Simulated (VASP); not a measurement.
# Pt (Im-3m) in VASP: single point with r2SCAN

Aim: the single point of Pt with r2SCAN.

All numbers are computed with VASP 6.6.1; they aren't measurements. Logs are shortened: lines on timing, memory, paths and dates and some standing lists are left out, and cuts for length are marked.

## 1. The cell of the first run

Symmetry: Im-3m, No. 229, cubic system. The conventional cell has a = 3.121 Å, b = 3.121 Å, c = 3.121 Å, α = 90.00°, β = 90.00°, γ = 90.00°. Pt (site symmetry m-3m) has 14 Pt at 2.70 to 3.12 Å within 3.6 Å.

## 2. Single point, r2SCAN

POSCAR reads:

```
Pt
1.0
   -1.5603896167      1.5603896167      1.5603896167
    1.5603896167     -1.5603896167      1.5603896167
    1.5603896167      1.5603896167     -1.5603896167
Pt
1
Direct
    0.0000000000      0.0000000000      0.0000000000
```

INCAR.step1 reads:

```
PREC = Accurate
ENCUT = 550
ISMEAR = 0
SIGMA = 0.1
LREAL = False
LASPH = True
NELM = 120
NBANDS = 11
GGA = PE
ALGO = Normal
EDIFF = 1E-5
LWAVE = True
LCHARG = False
GGA_COMPAT = False
```

INCAR.step2 reads:

```
PREC = Accurate
ENCUT = 550
EDIFF = 1E-6
ISMEAR = 0
SIGMA = 0.1
LREAL = False
LASPH = True
NELM = 120
ALGO = Normal
ISIF = 2
LWAVE = False
LCHARG = False
METAGGA = R2SCAN
LMIXTAU = True
NBANDS = 11
ISTART = 1
GGA_COMPAT = False
```

KPOINTS reads:

```
regular mesh
0
Gamma
  18 18 18
```

Potentials or basis: VASP PAW PBE potentials, release 64 (Pt).

Command:

```sh
$ cat potpaw_PBE.64/Pt/POTCAR > POTCAR
$ cp INCAR.step1 INCAR
$ mpirun -np 1 vasp_std > vasp.out
$ cp INCAR.step2 INCAR
$ mpirun -np 1 vasp_std > vasp.out
```

OUTCAR:

```text
PREC = Accurate
   ENCUT = 550
   EDIFF = 1E-6
   ISMEAR = 0
   LREAL = False
   LASPH = True
   NELM = 120
   ISIF = 2
   METAGGA = R2SCAN
   ISTART = 1

 ion  position               nearest neighbor table
   1  0.000  0.000  0.000-

  LATTYP: Found a body centered cubic cell.
 ALAT       =     3.1207792334

  Lattice vectors:

 A1 = (  -1.5603896167,   1.5603896167,   1.5603896167)
 A2 = (   1.5603896167,  -1.5603896167,   1.5603896167)
 A3 = (   1.5603896167,   1.5603896167,  -1.5603896167)

Analysis of symmetry for initial positions (statically):
=====================================================================
 Subroutine PRICEL returns:
 Original cell was already a primitive cell.

 Routine SETGRP: Setting up the symmetry group for a
 body centered cubic supercell.

 Subroutine GETGRP returns: Found 48 space group operations
 (whereof 48 operations were pure point group operations)
 out of a pool of 48 trial point group operations.

The static configuration has the point symmetry O_h .

Analysis of symmetry for dynamics (positions and initial velocities):
=====================================================================
 Subroutine PRICEL returns:
 Original cell was already a primitive cell.

 Routine SETGRP: Setting up the symmetry group for a
 body centered cubic supercell.

 Subroutine GETGRP returns: Found 48 space group operations
 (whereof 48 operations were pure point group operations)
 out of a pool of 48 trial point group operations.

The dynamic configuration has the point symmetry O_h .

 Subroutine INISYM returns: Found 48 space group operations
 (whereof 48 operations are pure point group operations),
 and found     1 'primitive' translations

----------------------------------------------------------------------------------------

                                     Primitive cell

  volume of cell :      15.1970

  direct lattice vectors                    reciprocal lattice vectors
    -1.560389617  1.560389617  1.560389617     0.000000000  0.320432791  0.320432791
     1.560389617 -1.560389617  1.560389617     0.320432791  0.000000000  0.320432791
     1.560389617  1.560389617 -1.560389617     0.320432791  0.320432791  0.000000000

  length of vectors
     2.702674096  2.702674096  2.702674096     0.453160399  0.453160399  0.453160399

  position of ions in fractional coordinates (direct lattice)
     0.000000000  0.000000000  0.000000000

  ion indices of the primitive-cell ions
   primitive index   ion index
                 1           1

----------------------------------------------------------------------------------------

 KPOINTS: regular mesh

Automatic generation of k-mesh.
 Grid dimensions read from file:
 generate k-points for:   18   18   18

 Generating k-lattice:

  Cartesian coordinates                     Fractional coordinates (reciprocal lattice)
     0.000000000  0.017801822  0.017801822     0.055555556  0.000000000  0.000000000
     0.017801822  0.000000000  0.017801822     0.000000000  0.055555556  0.000000000
     0.017801822  0.017801822  0.000000000     0.000000000  0.000000000  0.055555556

  Length of vectors
     0.025175578  0.025175578  0.025175578

  Shift w.r.t. Gamma in fractional coordinates (k-lattice)
     0.000000000  0.000000000  0.000000000

 Subroutine IBZKPT returns following result:
 ===========================================

 Found    195 irreducible k-points:

 Following reciprocal coordinates:
            Coordinates               Weight
  0.000000  0.000000  0.000000      1.000000
  0.055556  0.000000  0.000000     12.000000
  0.111111  0.000000  0.000000     12.000000
  0.166667  0.000000  0.000000     12.000000
  0.222222  0.000000  0.000000     12.000000
  0.277778  0.000000  0.000000     12.000000
[... 16 lines left out ...]
  0.333333  0.111111  0.000000     48.000000
  0.388889  0.111111  0.000000     48.000000
 [... further k-points ...]
   k-points           NKPTS =    195   k-points in BZ     NKDIM =    195   number of bands    NBANDS=     11
   number of dos      NEDOS =    301   number of ions     NIONS =      1
   total plane-waves  NPLWV =  13824
   dimension x,y,z NGX =    24 NGY =   24 NGZ =   24
   dimension x,y,z NGXF=    48 NGYF=   48 NGZF=   48
   ions per type =               1
   NGX,Y,Z   is equivalent  to a cutoff of  14.76, 14.76, 14.76 a.u.
   NGXF,Y,Z  is equivalent  to a cutoff of  29.53, 29.53, 29.53 a.u.
 SYSTEM =  unknown system
   PREC   = accura    normal or accurate (medium, high low for compatibility)
   ISTART =      1    job   : 0-new  1-cont  2-samecut
   ICHARG =      0    charge: 1-file 2-atom 10-const
   ISPIN  =      1    spin polarized calculation?
   LNONCOLLINEAR =      F non collinear calculations
   LSORBIT =      F    spin-orbit coupling
   LASPH  =      T    aspherical Exc in radial PAW
   ENCUT  =  550.0 eV  40.42 Ry    6.36 a.u.   5.17  5.17  5.17*2*pi/ulx,y,z
   NELM   =    120;   NELMIN=  2; NELMDL=  0     # of ELM steps
   EDIFF  = 0.1E-05   stopping-criterion for ELM
   LREAL  =      F    real-space projection
   EDIFFG = 0.1E-04   stopping-criterion for IOM
   NSW    =      0    number of steps for IOM
   IBRION =     -1    ionic relax: 0-MD 1-quasi-New 2-CG
   NFREE  =      0    steps in history (QN), initial steepest desc. (CG)
   ISIF   =      2    stress and relaxation
   ISYM   =      2    0-nonsym 1-usesym 2-fastsym
   POTIM  = 0.5000    time-step for ionic-motion
   TEBEG  =    0.0;   TEEND  =   0.0 temperature during run
   PSTRESS=    0.0 pullay stress
   NELECT =      10.0000    total number of electrons
   NUPDOWN=      -1.0000    fix difference up-down
   EMIN   =  10.00;   EMAX   =-10.00  energy-range for DOS
   EFERMI =   0.00;   METHOD = LEGACY
   ISMEAR =     0;   SIGMA  =   0.10  broadening in eV -4-tet -1-fermi 0-gaus
   EFERMI_NEDOS =   21; number of points for ismear=-14 and -15
   IALGO  =     38    algorithm
   IMIX   =      4    mixing-type and parameters
     AMIX     =   0.40;   BMIX     =  1.00
     AMIX_MAG =   1.60;   BMIX_MAG =  1.00
  volume/ion in A,a.u.               =      15.20       102.55
  Fermi-wavevector in a.u.,A,eV,Ry     =   1.423929  2.690836 27.586831  2.027575
  Thomas-Fermi vector in A             =   2.544475
   LORBIT       =      0    0 simple, 1 ext, 2 COOP (PROOUT), +10 PAW based schemes
   METAGGA = R2SCAN    functional components
   LHFCALC =     F    Hartree Fock is set to
   AEXX    =    0.0000 exact exchange contribution
   IVDW    =     0    specifies the selected vdW correction
   LEPSILON=     F    determine dielectric tensor
   LRPA    =     F    only Hartree local field effects (RPA)
 non-spin polarized calculation
 Gauss-broadening in eV      SIGMA  =   0.10
  energy-cutoff  :      550.00
  volume of cell :       15.20
 maximum number of plane-waves:       466
 NGX is ok and might be reduce to    24
   NGX = 11   NGY = 11   NGZ = 11

 number of electron      10.0000001 magnetization

 Free energy of the ion-electron system (eV)
  ---------------------------------------------------
  ext. energy  EPLUGINS =         0.00000000
  ---------------------------------------------------
  free energy    TOTEN  =       -51.40949648 eV

  energy without entropy =      -51.40664138  energy(sigma->0) =      -51.40806893

 E-fermi :  10.7047     XC(G=0): -14.5537

 val. band max:       10.6822966932   @ k =  -0.2778   0.2778   0.2222
 cond. band min:      10.7102522228   @ k =  -0.3889   0.5000   0.0556
 fundamental gap:      0.0279555296
 Fermi energy:        10.7047136588

 k-point     1 :       0.0000    0.0000    0.0000
  band No.  band energies     occupation
      1       0.5005      2.00000
      2       6.8297      2.00000
      3       6.8297      2.00000
      4       6.8297      2.00000
      5       9.4801      2.00000
      6       9.4801      2.00000
      7      28.7389      0.00000
      8      28.7389      0.00000
      9      28.7389      0.00000
     10      39.6657      0.00000
     11      39.6657      0.00000

 k-point     2 :       0.0556    0.0000    0.0000
  band No.  band energies     occupation
      1       0.6369      2.00000
      2       6.7751      2.00000
      3       6.8301      2.00000
      4       6.9406      2.00000
      5       9.4088      2.00000
      6       9.4834      2.00000
      7      28.8072      0.00000
      8      28.8628      0.00000
      9      28.9404      0.00000
     10      37.6776      0.00000
     11      38.2770      0.00000

 k-point     3 :       0.1111    0.0000    0.0000
  band No.  band energies     occupation
      1       1.0339      2.00000
      2       6.6212      2.00000
      3       6.8232      2.00000
      4       7.2684      2.00000
      5       9.2385      2.00000
      6       9.4953      2.00000
      7      28.9235      0.00000
      8      29.0677      0.00000
      9      29.5306      0.00000
     10      35.9170      0.00000
     11      36.3408      0.00000

 k-point     4 :       0.1667    0.0000    0.0000
  band No.  band energies     occupation
      1       1.6490      2.00000
      2       6.3940      2.00000
      3       6.8007      2.00000
      4       7.7975      2.00000
      5       9.0741      2.00000
      6       9.5200      2.00000
      7      28.7651      0.00000
      8      28.8037      0.00000
      9      30.4686      0.00000
     10      34.8823      0.00000
     11      34.9315      0.00000
[... 239 lines left out ...]
 k-point    22 :       0.2778    0.1111    0.0000
  band No.  band energies     occupation
      1       3.7940      2.00000
      2       5.6991      2.00000
      3       7.1003      2.00000
      4       9.0525      2.00000
      5       9.8222      2.00000
      6      10.9922      0.00005
      7      22.5939      0.00000
      8      26.1945      0.00000
      9      29.0369      0.00000
     10      33.5383      0.00000
     11      37.3594      0.00000

 k-point    23 :       0.3333    0.1111    0.0000
  band No.  band energies     occupation
      1       3.8809      2.00000
      2       5.5234      2.00000
      3       7.8880      2.00000
      4       9.2398      2.00000
      5       9.9717      2.00000
      6      12.0597      0.00000
      7      20.2753      0.00000
      8      25.4006      0.00000
      9      27.9072      0.00000
     10      34.7493      0.00000
     11      37.1477      0.00000

 k-point    24 :       0.3889    0.1111    0.0000
  band No.  band energies     occupation
      1       3.8509      2.00000
      2       5.4144      2.00000
      3       8.5433      2.00000
      4       9.2976      2.00000
      5      10.3036      2.00000
      6      13.0654      0.00000
      7      18.3359      0.00000
      8      24.8675      0.00000
      9      27.1068      0.00000
     10      35.6278      0.00000
     11      36.6675      0.00000

 [... further k-points ...]
[... 5 lines left out ...]
  --------------------------------------------------------------------------------------
  -------------------------------------------------------------------------------------
  Total        0.5218183      0.5218183      0.5218183      0.0000000      0.0000000      0.0000000
  in kB       55.0136869     55.0136869     55.0136869      0.0000000      0.0000000      0.0000000
  external PRESSURE =      55.0136869 kB  Pullay stress =       0.0000000 kB

 VOLUME and BASIS-vectors are now :
 -----------------------------------------------------------------------------
  energy-cutoff  :      550.00
  volume of cell :       15.20
      direct lattice vectors                 reciprocal lattice vectors
    -1.560389617  1.560389617  1.560389617     0.000000000  0.320432791  0.320432791
     1.560389617 -1.560389617  1.560389617     0.320432791  0.000000000  0.320432791
     1.560389617  1.560389617 -1.560389617     0.320432791  0.320432791  0.000000000

 POSITION                                       TOTAL-FORCE (eV/Angst)
 -----------------------------------------------------------------------------------
      0.00000      0.00000      0.00000        -0.000000     -0.000000     -0.000000
 -----------------------------------------------------------------------------------
    total drift:                               -0.000000     -0.000000      0.000000

  FREE ENERGIE OF THE ION-ELECTRON SYSTEM (eV)
  ---------------------------------------------------
  free  energy   TOTEN  =       -51.4094964839 eV

  energy  without entropy=      -51.4066413764  energy(sigma->0) =      -51.40806893
```

It took 86 s on 1 thread of AMD EPYC 9R45 (Zen 5), shared host; peak memory 0.14 GiB.

What came out:

| Property | Result |
| --- | --- |
| Free energy | -51.4095 eV |
| Pressure | 5.5 GPa |
| Band gap on the k mesh | zero (band 5 reaches 11.82 eV, above the bottom of band 6 at 9.34 eV) |

Levels at points of the mesh, in eV from the Fermi level:
| k point | band 1 | band 2 | band 3 | band 4 | band 5 | band 6 | band 7 | band 8 | band 9 | band 10 |
| --- | --- | --- | --- | --- | --- | --- | --- | --- | --- | --- |
| (0.00, 0.00, 0.00) | -10.20 | -3.88 | -3.88 | -3.88 | -1.22 | -1.22 | 18.03 | 18.03 | 18.03 | 28.96 |
| (0.50, 0.00, 0.00) | -7.21 | -5.44 | -1.40 | -0.88 | 0.28 | 1.14 | 6.93 | 14.03 | 16.93 | 25.45 |
| (0.50, 0.50, 0.50) | -6.76 | -6.76 | 0.56 | 0.56 | 0.56 | 8.17 | 8.17 | 8.17 | 14.01 | 20.39 |

Caveat: the PAW data sets were made with another functional, which shifts forces and pressure a little; spin-orbit coupling is left out, which moves the levels of the heavy elements.
